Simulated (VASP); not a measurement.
Runs of VASP 6.6.1 on TiAl. The structure is that of space group P4/mmm (No. 123), or close to it. The cells are those of the table. 

| task | cell | k mesh | cutoff (eV) | gap on the mesh (eV) | pressure (GPa) |
| --- | --- | --- | --- | --- | --- |
| single point | a = 2.711, b = 2.711, c = 4.165 Å, 2 atoms | 18 × 18 × 14 | 520 | none | (a) |
| single point | a = 2.669, b = 2.669, c = 4.150 Å, 2 atoms | 18 × 18 × 14 | 520 | none | 8.9 |
| relaxation of cell and atoms | relaxed from a = 2.811, b = 2.811, c = 4.066 Å, 2 atoms | 14 × 14 × 10 | 600 | none | 0.0 |
| single point | a = 2.711, b = 2.711, c = 4.114 Å, 2 atoms | 18 × 18 × 14 | 520 | none | 5.7 |
| single point | a = 2.920, b = 2.920, c = 3.932 Å, 2 atoms | 18 × 18 × 14 | 520 | none | -6.6 |

Alike in all rows: level PBEsol; potentials or basis VASP PAW PBE potentials, release 64 (Ti_sv, Al); no spin polarisation; smearing gaussian 0.1 eV.

Task: Fill in the values left out.

Result: (a) 3.9.

Caveats: the PAW data sets were made with another functional, which shifts forces and pressure a little; the cell stands under pressure (at least some runs); the cell stands under tension (at least some runs).

A gap of «none» marks levels without a gap at the run's occupations.
